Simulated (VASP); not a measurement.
Input of a VASP 6.6.1 run:

The input INCAR:

```
SYSTEM = ZrB
PREC = Accurate ; ENCUT = 520
EDIFF = 1E-6 ; ISMEAR = 0
SIGMA = 0.15 ; LREAL = .FALSE.
LASPH = .TRUE. ; NELM = 80
ALGO = Normal ; ISIF = 2
LWAVE = .FALSE. ; LCHARG = .TRUE.
LELF = .TRUE. ; LVHAR = .TRUE.
NBANDS = 14
```

The input KPOINTS:

```
regular mesh
0
G
  18 18 18
  0 0 0
```

POSCAR

```
ZrB
1.0
    0.0000000000      2.2424996254      2.6901025506
    2.2424996254      0.0000000000      2.6901025506
    2.2424996254      2.2424996254      0.0000000000
Zr B
1 1
Direct
    0.0000000000      0.0000000000      0.0000000000
    0.5000000000      0.5000000000      0.5000000000
```

Potentials or basis: VASP PAW LDA potentials, release 64 (Zr_sv, B).

Run with:

```console
$ cat potpaw_LDA.64/Zr_sv/POTCAR potpaw_LDA.64/B/POTCAR > POTCAR
$ mpirun -np 1 vasp_std > vasp.out
```

Q: Estimate the pressure.

A: 16.8 GPa.

Stress tensor (GPa, compression positive):
```
 36.78   0.00   0.00
  0.00  36.78   0.00
  0.00   0.00 -23.10
```
